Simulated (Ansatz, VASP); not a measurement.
One calculation of Al, two programs

```
Al
1.0
     0.00000    2.02481    2.02481
     2.02481    0.00000    2.02481
     2.02481    2.02481    0.00000
Al
1
Direct
  0.00000 0.00000 0.00000
```

Alike in both runs: functional LDA; k mesh 11 × 11 × 11; occupations methfessel-paxton of order 1, width 0.2 eV; no spin polarisation.

|  | VASP | Ansatz |
| --- | --- | --- |
| version | VASP 6.6.1 | Ansatz 0.2.0 |
| potentials or method | VASP PAW LDA potentials, release 64 (Al), cutoff 520 eV | all-electron LAPW, scalar-relativistic |
| task | single point | density of states |

```tsv
	VASP	Ansatz	Ansatz less VASP
gap on the k mesh at the Fermi level (eV)	none	none	-
pressure (GPa)	-3.6	-3.6	-0.03
```

LDA's correlation is that of Perdew and Zunger in VASP and of Perdew and Wang (1992) in Ansatz. A gap of «none» marks a metal or a gap that the smearing closes. Ansatz ran all-electron here, and VASP with PAW potentials.
